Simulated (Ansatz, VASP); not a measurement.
**Al3GaN4: VASP beside Ansatz**

The input INCAR:

```
ALGO     = Normal         # electronic algorithm
EDIFF    = 1E-7           # SCF threshold, eV
ENCUT    = 520            # plane-wave cutoff, eV
GGA      = PS             # functional
ISIF     = 2              # what is computed and relaxed
ISMEAR   = 0              # smearing method
LASPH    = True           # aspherical terms in the spheres
LCHARG   = False          # write CHGCAR
LREAL    = False          # projectors in reciprocal space
LWAVE    = False          # write WAVECAR
NBANDS   = 31             # bands
NELM     = 60             # most SCF steps
PREC     = Accurate       # precision mode
SIGMA    = 0.05           # smearing width, eV
```

Contents of KPOINTS:

```
k-points
0
Gamma
  6 6 6
```

File POSCAR:

```
Al3GaN4
1.0
    4.4471243228      0.0000000000      0.0000000000
    0.0000000000      4.4471243228      0.0000000000
    0.0000000000      0.0000000000      5.0208033605
Al Ga N
3 1 4
Direct
    0.5000000000      0.5000000000      0.0000000000
    0.5000000000      0.0000000000      0.5000000000
    0.0000000000      0.5000000000      0.5000000000
    0.0000000000      0.0000000000      0.0000000000
    0.7447140287      0.7447140287      0.2552859713
    0.7447140287      0.2552859713      0.7447140287
    0.2552859713      0.7447140287      0.7447140287
    0.2552859713      0.2552859713      0.2552859713
```

Input for Ansatz:

```yaml
crystal:
  lattice:
    - [4.4471243228, 0.0, 0.0]
    - [0.0, 4.4471243228, 0.0]
    - [0.0, 0.0, 5.0208033605]
  atoms:
    - { symbol: Al, position: [0.5, 0.5, 0.0] }
    - { symbol: Al, position: [0.5, 0.0, 0.5] }
    - { symbol: Al, position: [0.0, 0.5, 0.5] }
    - { symbol: Ga, position: [0.0, 0.0, 0.0] }
    - { symbol: "N", position: [0.7447140287, 0.7447140287, 0.2552859713] }
    - { symbol: "N", position: [0.7447140287, 0.2552859713, 0.7447140287] }
    - { symbol: "N", position: [0.2552859713, 0.7447140287, 0.7447140287] }
    - { symbol: "N", position: [0.2552859713, 0.2552859713, 0.2552859713] }
basis:
  ecutwfc: 520.0
kpoints:
  mp_grid: { grid: [6, 6, 6] }
hamiltonian:
  xc: pbesol
scf:
  occupations: { method: gaussian, width: 0.05 }
output:
  forces: true
  stress: true
  eigenvalues: true
```

Alike in both runs: task single point; functional PBEsol; k mesh 6 × 6 × 6; occupations gaussian, width 0.05 eV; no spin polarisation.

|  | VASP | Ansatz |
| --- | --- | --- |
| version | VASP 6.6.1 | Ansatz 0.2.0 |
| potentials or method | VASP PAW PBE potentials, release 64 (Al, Ga_d, N), cutoff 520 eV | scalar-relativistic, plane waves, PAW |
| valence electrons in the cell | 42 | 42 |

|  | VASP | Ansatz | Ansatz less VASP |
| --- | --- | --- | --- |
| gap on the k mesh at the Fermi level (eV) | 1.94 | 1.93 | -0.008 |
| least direct gap on the mesh (eV) | 1.97 | 1.96 | -0.008 |
| pressure (GPa) | -22.3 | -22.2 | +0.08 |
| traceless stress, the component that is largest in VASP (GPa) | -14.11 | -14.09 | +0.027 |
| rms of the force components (eV/Å) | 0.031 | 0.031 | -0.0004 |

VASP's potentials were made for PBE, not for PBEsol. Atom by atom the forces differ by 0.003 eV/Å (rms over components).
